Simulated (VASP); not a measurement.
# CsCl (Pm-3m) in VASP: a series of runs, part 2 of 2

VASP 6.6.1. Earlier steps stand in the parts before.

### 4 Single point, PBE

The input, INCAR:

```
SYSTEM = CsCl
PREC = Accurate
ENCUT = 500
EDIFF = 1E-6
ISMEAR = 0
SIGMA = 0.01
LREAL = .FALSE.
LASPH = .TRUE.
NELM = 120
ALGO = Normal
ISIF = 2
LWAVE = .FALSE.
LCHARG = .FALSE.
GGA = PE
NBANDS = 15
GGA_COMPAT = .FALSE.
```

The input, KPOINTS:

```
Automatic mesh
0
G
  6 6 6
  0 0 0
```

The input, POSCAR:

```
CsCl
1.0
    4.1368323970      0.0000000000      0.0000000000
    0.0000000000      4.1368323970      0.0000000000
    0.0000000000      0.0000000000      4.1368323970
Cs Cl
1 1
Direct
    0.0000000000      0.0000000000      0.0000000000
    0.5000000000      0.5000000000      0.5000000000
```

Potentials or basis: VASP PAW PBE potentials, release 64 (Cs_sv, Cl).

The run is started by

```bash
> cat potpaw_PBE.64/Cs_sv/POTCAR potpaw_PBE.64/Cl/POTCAR > POTCAR
> mpirun -np 1 vasp_std > vasp.out
```

OUTCAR:

```text
SYSTEM = CsCl
   PREC = Accurate
   ENCUT = 500
   EDIFF = 1E-6
   ISMEAR = 0
   LREAL = .FALSE.
   LASPH = .TRUE.
   NELM = 120
   ISIF = 2
   GGA = PE

 ion  position               nearest neighbor table
   1  0.000  0.000  0.000-
   2  0.500  0.500  0.500-

  LATTYP: Found a simple cubic cell.
 ALAT       =     4.1368323970

  Lattice vectors:

 A1 = (   4.1368323970,   0.0000000000,   0.0000000000)
 A2 = (   0.0000000000,   4.1368323970,   0.0000000000)
 A3 = (   0.0000000000,   0.0000000000,   4.1368323970)

Analysis of symmetry for initial positions (statically):
=====================================================================
 Subroutine PRICEL returns:
 Original cell was already a primitive cell.

 Routine SETGRP: Setting up the symmetry group for a
 simple cubic supercell.

 Subroutine GETGRP returns: Found 48 space group operations
 (whereof 48 operations were pure point group operations)
 out of a pool of 48 trial point group operations.

The static configuration has the point symmetry O_h .

Analysis of symmetry for dynamics (positions and initial velocities):
=====================================================================
 Subroutine PRICEL returns:
 Original cell was already a primitive cell.

 Routine SETGRP: Setting up the symmetry group for a
 simple cubic supercell.

 Subroutine GETGRP returns: Found 48 space group operations
 (whereof 48 operations were pure point group operations)
 out of a pool of 48 trial point group operations.

The dynamic configuration has the point symmetry O_h .

 Subroutine INISYM returns: Found 48 space group operations
 (whereof 48 operations are pure point group operations),
 and found     1 'primitive' translations

----------------------------------------------------------------------------------------

                                     Primitive cell

  volume of cell :      70.7952

[... 110 lines left out ...]
   AEXX    =    0.0000 exact exchange contribution
   IVDW    =     0    specifies the selected vdW correction
   LEPSILON=     F    determine dielectric tensor
   LRPA    =     F    only Hartree local field effects (RPA)
 non-spin polarized calculation
 Gauss-broadening in eV      SIGMA  =   0.01
  energy-cutoff  :      500.00
  volume of cell :       70.80
 maximum number of plane-waves:      1856
   NGX = 15   NGY = 15   NGZ = 15

 number of electron      15.9999998 magnetization

 Free energy of the ion-electron system (eV)
  ---------------------------------------------------
  ext. energy  EPLUGINS =         0.00000000
  ---------------------------------------------------
  free energy    TOTEN  =        -6.53119200 eV

  energy without entropy =       -6.53119200  energy(sigma->0) =       -6.53119200

 E-fermi :  -0.3008     XC(G=0):  -8.2111

 val. band max:       -0.3688472466   @ k =   0.0000   0.0000   0.0000
 cond. band min:       4.8459722269   @ k =   0.0000   0.0000   0.0000
 fundamental gap:      5.2148194736
 Fermi energy:        -0.3007945397

 k-point     1 :       0.0000    0.0000    0.0000
  band No.  band energies     occupation
      1     -19.7643      2.00000
      2     -12.5331      2.00000
      3      -6.2582      2.00000
      4      -6.2582      2.00000
      5      -6.2582      2.00000
      6      -0.3688      2.00000
      7      -0.3688      2.00000
      8      -0.3688      2.00000
      9       4.8460      0.00000
     10       5.0345      0.00000
     11       5.0345      0.00000
     12       9.6225      0.00000
     13       9.6225      0.00000
     14       9.6225      0.00000
[... 329 lines left out ...]
      2     -12.3698      2.00000
      3      -6.7779      2.00000
      4      -6.7779      2.00000
      5      -6.7779      2.00000
      6      -1.4401      2.00000
      7      -1.4401      2.00000
      8      -1.4401      2.00000
      9       8.0818      0.00000
     10       8.0818      0.00000
     11       8.0818      0.00000
     12      10.1013      0.00000
     13      10.1013      0.00000
     14      10.1013      0.00000
     15      12.0020      0.00000

------------------------ aborting loop because EDIFF is reached ----------------------------------------

  FORCE on cell =-STRESS in cart. coord.  units (eV):
  Direction    XX          YY          ZZ          XY          YZ          ZX
  --------------------------------------------------------------------------------------
  -------------------------------------------------------------------------------------
  Total        0.3662453      0.3662453      0.3662453     -0.0000000     -0.0000000      0.0000000
  in kB        8.2885567      8.2885567      8.2885567     -0.0000000     -0.0000000      0.0000000
  external PRESSURE =       8.2885567 kB  Pullay stress =       0.0000000 kB

 VOLUME and BASIS-vectors are now :
 -----------------------------------------------------------------------------
  energy-cutoff  :      500.00
  volume of cell :       70.80
      direct lattice vectors                 reciprocal lattice vectors
     4.136832397  0.000000000  0.000000000     0.241730847  0.000000000  0.000000000
     0.000000000  4.136832397  0.000000000     0.000000000  0.241730847  0.000000000
     0.000000000  0.000000000  4.136832397     0.000000000  0.000000000  0.241730847

 POSITION                                       TOTAL-FORCE (eV/Angst)
 -----------------------------------------------------------------------------------
      0.00000      0.00000      0.00000         0.000000      0.000000      0.000000
      2.06842      2.06842      2.06842         0.000000      0.000000      0.000000
 -----------------------------------------------------------------------------------
    total drift:                                0.000000      0.000000      0.000000

  FREE ENERGIE OF THE ION-ELECTRON SYSTEM (eV)
  ---------------------------------------------------
  free  energy   TOTEN  =        -6.5311919983 eV

  energy  without entropy=       -6.5311919983  energy(sigma->0) =       -6.53119200
```

Wall time 14 s (1 thread of AMD EPYC 7R43 (Zen 3), shared host); peak memory 0.14 GiB.

What came out:

- Free energy: -6.5312 eV
- Pressure: 0.8 GPa
- Band gap on the k mesh: 5.21 eV

Caveat: spin-orbit coupling is left out, which moves the levels of the heavy elements. A k mesh can miss the band edges.
